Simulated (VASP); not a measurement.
# Mg (a cell with a defect) in VASP: single point with LDA

Aim: the single point of Mg (a cell with a defect) with LDA.

All numbers are computed with VASP 6.6.1; they aren't measurements. Logs are shortened: lines on timing, memory, paths and dates and some standing lists are left out, and cuts for length are marked.

## Step 1: The cell of the first run

The cell holds a defect, 15 atoms: a = 6.472 Å, b = 6.472 Å, c = 10.507 Å, α = 90.00°, β = 90.00°, γ = 120.00°.

## Step 2: Single point, LDA

Input file INCAR:

```
  PREC = Accurate
  ENCUT = 520
  EDIFF = 1E-7
  ISMEAR = 1
  SIGMA = 0.15
  LREAL = Auto
  LASPH = T
  NELM = 100
  ALGO = Normal
  ISIF = 2
  LWAVE = F
  LCHARG = F
  NBANDS = 28
```

Input file KPOINTS:

```
regular mesh
0
Gamma
  3 3 2
```

Input file POSCAR:

```
Mg
1.0
    6.4717679400      0.0000058300      0.0000000000
   -3.2358890100      5.6047125300      0.0000000000
    0.0000000000      0.0000000000     10.5070756600
Mg
15
Direct
    0.1930769930      0.3692467479      0.1343703087
    0.3377342239      0.1753927656      0.3749236350
    0.1602457238      0.3213485181      0.6224373186
    0.3218731663      0.1436982038      0.8760007349
    0.1787852773      0.8574446828      0.1244784032
    0.3403849562      0.6797997212      0.3780609495
    0.1629056123      0.8257502995      0.6255644494
    0.3076109656      0.6319180846      0.8661302435
    0.6763254742      0.3692143078      0.1343730687
    0.8331370683      0.1661932058      0.3732678936
    0.6611660849      0.3213399681      0.6224358910
    0.7503598907      1.0005686457      0.0002489751
    0.8394593818      0.6798027705      0.3780536211
    0.6675042612      0.8349522091      0.6272350379
    0.8243488877      0.6319029165      0.8661191082
```

Potentials or basis: VASP PAW LDA potentials, release 64 (Mg).

Started as:

```sh
> cat potpaw_LDA.64/Mg/POTCAR > POTCAR
> mpirun -np 1 vasp_std > vasp.out
```

OUTCAR:

```text
PREC = Accurate
   ENCUT = 520
   EDIFF = 1E-7
   ISMEAR = 1
   LREAL = Auto
   LASPH = T
   NELM = 100
   ISIF = 2

 ion  position               nearest neighbor table
   1  0.193  0.369  0.134-  12 3.01   6 3.10   9 3.13   2 3.16   8 3.18   5 3.21  10 3.22   5 3.27
                             9 3.34   4 3.38
   2  0.338  0.175  0.375-   1 3.16   9 3.16  11 3.17   3 3.17   5 3.18   6 3.22  13 3.22  10 3.24
                            10 3.24  13 3.26   6 3.26   7 3.28
   3  0.160  0.321  0.622-   8 3.10  14 3.17   2 3.17  10 3.20   7 3.22  11 3.23  11 3.24   7 3.26
                             6 3.26   4 3.27  14 3.30
   4  0.322  0.144  0.876-   5 3.06   7 3.18  15 3.21   8 3.21   8 3.27  15 3.27   3 3.27  11 3.27
                             1 3.38   9 3.38  12 3.58  12 3.58
   5  0.179  0.857  0.124-   4 3.06   2 3.18   1 3.21   9 3.21   9 3.27   1 3.27   6 3.27  13 3.27
                             8 3.38  15 3.38  12 3.58  12 3.58
   6  0.340  0.680  0.378-   1 3.10  10 3.17   7 3.17  14 3.20   2 3.22  13 3.23  13 3.24   2 3.26
                             3 3.26   5 3.27  10 3.30
   7  0.163  0.826  0.626-  15 3.16   8 3.16   6 3.17  13 3.17   4 3.18  11 3.22   3 3.22  14 3.24
                            14 3.24   3 3.26  11 3.26   2 3.28
   8  0.308  0.632  0.866-  12 3.01   3 3.10  15 3.13   7 3.16   1 3.18   4 3.21  14 3.22   4 3.27
                            15 3.34   5 3.38
   9  0.676  0.369  0.134-  12 3.01  13 3.10   1 3.13   2 3.16  15 3.18   5 3.21  10 3.22   5 3.27
[... 7 lines left out ...]
  13  0.839  0.680  0.378-   9 3.10  10 3.17   7 3.17  14 3.20   2 3.22   6 3.23   6 3.24   2 3.26
                            11 3.26   5 3.27  10 3.30
  14  0.668  0.835  0.627-  11 3.17   3 3.17   6 3.20  13 3.20  15 3.22   8 3.22   7 3.24   7 3.24
                            10 3.25   3 3.30  11 3.30
  15  0.824  0.632  0.866-  12 3.01  11 3.10   8 3.13   7 3.16   9 3.18   4 3.21  14 3.22   4 3.27
                             8 3.34   5 3.38

  LATTYP: Found a hexagonal cell.
 ALAT       =     6.4717679400
 C/A-ratio  =     1.6235247860

  Lattice vectors:

 A1 = (   6.4717679400,   0.0000058300,   0.0000000000)
 A2 = (  -3.2358890100,   5.6047125300,   0.0000000000)
 A3 = (   0.0000000000,   0.0000000000,  10.5070756600)

Analysis of symmetry for initial positions (statically):
=====================================================================
 Subroutine PRICEL returns:
 Original cell was already a primitive cell.

 Routine SETGRP: Setting up the symmetry group for a
 hexagonal supercell.

 Subroutine GETGRP returns: Found  1 space group operations
 (whereof  1 operations were pure point group operations)
 out of a pool of 24 trial point group operations.

The static configuration has the point symmetry C_1 .

Analysis of symmetry for dynamics (positions and initial velocities):
=====================================================================
 Subroutine PRICEL returns:
 Original cell was already a primitive cell.

 Routine SETGRP: Setting up the symmetry group for a
 hexagonal supercell.

 Subroutine GETGRP returns: Found  1 space group operations
 (whereof  1 operations were pure point group operations)
 out of a pool of 24 trial point group operations.

The dynamic configuration has the point symmetry C_1 .

 Subroutine INISYM returns: Found  1 space group operations
 (whereof  1 operations are pure point group operations),
 and found     1 'primitive' translations

----------------------------------------------------------------------------------------

                                     Primitive cell

  volume of cell :     381.1170

  direct lattice vectors                    reciprocal lattice vectors
     6.471767940  0.000005830  0.000000000     0.154517203  0.089210734  0.000000000
    -3.235889010  5.604712530  0.000000000    -0.000000161  0.178421190  0.000000000
     0.000000000  0.000000000 10.507075660     0.000000000  0.000000000  0.095173960

  length of vectors
     6.471767940  6.471767937 10.507075660     0.178421190  0.178421190  0.095173960

  position of ions in fractional coordinates (direct lattice)
     0.193076993  0.369246748  0.134370309
     0.337734224  0.175392766  0.374923635
     0.160245724  0.321348518  0.622437319
     0.321873166  0.143698204  0.876000735
[... 43 lines left out ...]
     0.000000000  0.000000000  0.047586980     0.000000000  0.000000000  0.500000000

  Length of vectors
     0.059473730  0.059473730  0.047586980

  Shift w.r.t. Gamma in fractional coordinates (k-lattice)
     0.000000000  0.000000000  0.000000000

 Subroutine IBZKPT returns following result:
 ===========================================

 Found     10 irreducible k-points:

 Following reciprocal coordinates:
            Coordinates               Weight
  0.000000  0.000000  0.000000      1.000000
  0.333333 -0.000000  0.000000      2.000000
 -0.000000  0.333333  0.000000      2.000000
 -0.333333  0.333333  0.000000      2.000000
  0.333333  0.333333  0.000000      2.000000
  0.000000  0.000000  0.500000      1.000000
  0.333333 -0.000000  0.500000      2.000000
 -0.000000  0.333333  0.500000      2.000000
 -0.333333  0.333333  0.500000      2.000000
  0.333333  0.333333  0.500000      2.000000
   k-points           NKPTS =     10   k-points in BZ     NKDIM =     10   number of bands    NBANDS=     28
   number of dos      NEDOS =    301   number of ions     NIONS =     15
   total plane-waves  NPLWV = 184320
   dimension x,y,z NGX =    48 NGY =   48 NGZ =   80
   dimension x,y,z NGXF=    96 NGYF=   96 NGZF=  160
   ions per type =              15
   NGX,Y,Z   is equivalent  to a cutoff of  12.33, 12.33, 12.66 a.u.
   NGXF,Y,Z  is equivalent  to a cutoff of  24.66, 24.66, 25.32 a.u.
 SYSTEM =  unknown system
   PREC   = accura    normal or accurate (medium, high low for compatibility)
   ISTART =      0    job   : 0-new  1-cont  2-samecut
   ICHARG =      2    charge: 1-file 2-atom 10-const
   ISPIN  =      1    spin polarized calculation?
   LNONCOLLINEAR =      F non collinear calculations
   LSORBIT =      F    spin-orbit coupling
   LASPH  =      T    aspherical Exc in radial PAW
   ENCUT  =  520.0 eV  38.22 Ry    6.18 a.u.  12.03 12.03 19.54*2*pi/ulx,y,z
   NELM   =    100;   NELMIN=  2; NELMDL= -5     # of ELM steps
   EDIFF  = 0.1E-06   stopping-criterion for ELM
   LREAL  =      T    real-space projection
   EDIFFG = 0.1E-05   stopping-criterion for IOM
   NSW    =      0    number of steps for IOM
   IBRION =     -1    ionic relax: 0-MD 1-quasi-New 2-CG
   NFREE  =      0    steps in history (QN), initial steepest desc. (CG)
   ISIF   =      2    stress and relaxation
   ISYM   =      2    0-nonsym 1-usesym 2-fastsym
   POTIM  = 0.5000    time-step for ionic-motion
   TEBEG  =    0.0;   TEEND  =   0.0 temperature during run
   PSTRESS=    0.0 pullay stress
   NELECT =      30.0000    total number of electrons
   NUPDOWN=      -1.0000    fix difference up-down
   EMIN   =  10.00;   EMAX   =-10.00  energy-range for DOS
   EFERMI =   0.00;   METHOD = LEGACY
   ISMEAR =     1;   SIGMA  =   0.15  broadening in eV -4-tet -1-fermi 0-gaus
   EFERMI_NEDOS =   21; number of points for ismear=-14 and -15
   IALGO  =     38    algorithm
   IMIX   =      4    mixing-type and parameters
     AMIX     =   0.40;   BMIX     =  1.00
     AMIX_MAG =   1.60;   BMIX_MAG =  1.00
  volume/ion in A,a.u.               =      25.41       171.46
  Fermi-wavevector in a.u.,A,eV,Ry     =   0.701610  1.325851  6.697558  0.492257
  Thomas-Fermi vector in A             =   1.786084
   LORBIT       =      0    0 simple, 1 ext, 2 COOP (PROOUT), +10 PAW based schemes
   GGA     = CA    functional components
   LHFCALC =     F    Hartree Fock is set to
   AEXX    =    0.0000 exact exchange contribution
   IVDW    =     0    specifies the selected vdW correction
   LEPSILON=     F    determine dielectric tensor
   LRPA    =     F    only Hartree local field effects (RPA)
 non-spin polarized calculation
 Methfessel and Paxton  Order N= 1 SIGMA  =   0.15
  energy-cutoff  :      520.00
  volume of cell :      381.12
 maximum number of plane-waves:     10314
   NGX = 25   NGY = 25   NGZ = 39

 number of electron      30.0000000 magnetization

 Free energy of the ion-electron system (eV)
  ---------------------------------------------------
  ext. energy  EPLUGINS =         0.00000000
  ---------------------------------------------------
  free energy    TOTEN  =       -24.87982174 eV

  energy without entropy =      -24.87284588  energy(sigma->0) =      -24.87749645

 E-fermi :   2.0118     XC(G=0):  -8.3243

 val. band max:        2.0019652928   @ k =   0.3333   0.3333   0.0000
 cond. band min:       2.0621228955   @ k =   0.3333   0.3333   0.5000
 fundamental gap:      0.0601576027
 Fermi energy:         2.0118345337

 k-point     1 :       0.0000    0.0000    0.0000
  band No.  band energies     occupation
      1      -4.5977      2.00000
      2      -3.2959      2.00000
      3      -3.1616      2.00000
      4      -0.1196      2.00000
      5      -0.0296      2.00000
      6      -0.0268      2.00000
[... 289 lines left out ...]
     26       4.8998     -0.00000
     27       5.0093     -0.00000
 [bands above 27 left out]

------------------------ aborting loop because EDIFF is reached ----------------------------------------

  FORCE on cell =-STRESS in cart. coord.  units (eV):
  Direction    XX          YY          ZZ          XY          YZ          ZX
  --------------------------------------------------------------------------------------
  -------------------------------------------------------------------------------------
  Total      -10.6640871     -8.8010297     -4.4850642     -0.0017844      2.2252274     -0.0001674
  in kB      -44.8307396    -36.9986354    -18.8547543     -0.0075013      9.3546300     -0.0007036
  external PRESSURE =     -33.5613764 kB  Pullay stress =       0.0000000 kB

 VOLUME and BASIS-vectors are now :
 -----------------------------------------------------------------------------
  energy-cutoff  :      520.00
  volume of cell :      381.12
      direct lattice vectors                 reciprocal lattice vectors
     6.471767940  0.000005830  0.000000000     0.154517203  0.089210734  0.000000000
    -3.235889010  5.604712530  0.000000000    -0.000000161  0.178421190  0.000000000
     0.000000000  0.000000000 10.507075660     0.000000000  0.000000000  0.095173960

 POSITION                                       TOTAL-FORCE (eV/Angst)
 -----------------------------------------------------------------------------------
      0.05471      2.06952      1.41184        -0.005108      0.002813     -0.008392
      1.61819      0.98303      3.93935         0.000015      0.004126      0.001875
     -0.00278      1.80107      6.54000         0.006766      0.003160     -0.002635
      1.61810      0.80539      9.20421         0.000104      0.002358     -0.009485
     -1.61754      4.80573      1.30790        -0.000051     -0.002422      0.009636
      0.00314      3.81008      3.97232        -0.007021     -0.003081      0.002769
     -1.61775      4.62809      6.57285        -0.000007     -0.004019     -0.001937
     -0.05403      3.54172      9.10050         0.005127     -0.002908      0.008564
      3.18228      2.06934      1.41187         0.004956      0.003059     -0.008526
      4.85409      0.93147      3.92195         0.000018     -0.000415     -0.008485
      3.23909      1.80102      6.53998        -0.006840      0.003193     -0.002705
      4.85432      0.00319      0.00262        -0.000138      0.000007     -0.000257
      3.23302      3.81010      3.97224         0.007089     -0.003109      0.002786
      1.61812      4.67967      6.59041         0.000005      0.000199      0.008181
      3.29023      3.54164      9.10038        -0.004914     -0.002961      0.008611
 -----------------------------------------------------------------------------------
    total drift:                                0.000117      0.000973      0.001016

  FREE ENERGIE OF THE ION-ELECTRON SYSTEM (eV)
  ---------------------------------------------------
  free  energy   TOTEN  =       -24.8798217371 eV

  energy  without entropy=      -24.8728458762  energy(sigma->0) =      -24.87749645
```

Wall time 98 s (1 thread of Intel Xeon Platinum 8488C (Sapphire Rapids), shared host); peak memory 0.33 GiB.

Results:

```yaml
Free_energy: -24.8798 eV
Pressure: -3.4 GPa
Largest_force: 0.010 eV/Å
Band_gap_on_the_k_mesh: zero (band 15 reaches 2.21 eV, above the bottom of band 16 at 0.92 eV)
```

Forces on the atoms (eV/Å):
```
Mg  -0.005  0.003 -0.008
Mg   0.000  0.004  0.002
Mg   0.007  0.003 -0.003
Mg   0.000  0.002 -0.009
Mg   0.000 -0.002  0.010
Mg  -0.007 -0.003  0.003
Mg   0.000 -0.004 -0.002
Mg   0.005 -0.003  0.009
Mg   0.005  0.003 -0.009
Mg   0.000  0.000 -0.008
Mg  -0.007  0.003 -0.003
Mg   0.000  0.000  0.000
Mg   0.007 -0.003  0.003
Mg   0.000  0.000  0.008
Mg  -0.005 -0.003  0.009
```

Caveat: the k points lie up to 0.37 Å⁻¹ apart.
